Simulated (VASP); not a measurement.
A run of VASP 6.6.1 is set up as follows.

File INCAR:

```
ALGO = Normal ; EDIFF = 1E-6
ENCUT = 520 ; GGA = PE
ISIF = 2 ; ISMEAR = -1
IVDW = 12 ; LASPH = True
LCHARG = True ; LELF = True
LREAL = False ; LVHAR = True
LWAVE = False ; NBANDS = 28
NELM = 80 ; PREC = Accurate
SIGMA = 0.02
```

KPOINTS

```
k-points
0
Gamma
  6 6 2
```

The input POSCAR:

```
SnSe
1.0
    4.1382210481      0.0000000000      0.0000000000
   -2.0691105240      3.5838045541      0.0000000000
    0.0000000000      0.0000000000      7.4840920913
Sn Se
2 2
Direct
    0.0000000000      0.0000000000      0.0000000000
    0.0000000000      0.0000000000      0.5000000000
    0.3333333333      0.6666666667      0.2500000000
    0.6666666667      0.3333333333      0.7500000000
```

Potentials or basis: VASP PAW PBE potentials, release 64 (Sn_d, Se).

Launch:

```console
$ cat potpaw_PBE.64/Sn_d/POTCAR potpaw_PBE.64/Se/POTCAR > POTCAR
$ mpirun -np 1 vasp_std > vasp.out
```

(1) Predict the dispersion energy per atom.

(2) What does it give for the pressure?

(3) Predict the band gap on the k mesh.

## Answers

(1) -0.345 eV.

(2) -1.2 GPa.

(3) zero (band 20 reaches 6.16 eV, above the bottom of band 21 at 5.35 eV).

Caveat: the k points lie up to 0.42 Å⁻¹ apart; spin-orbit coupling is left out, which moves the levels of the heavy elements; pairwise dispersion overbinds metals, which lowers pressure and volume.
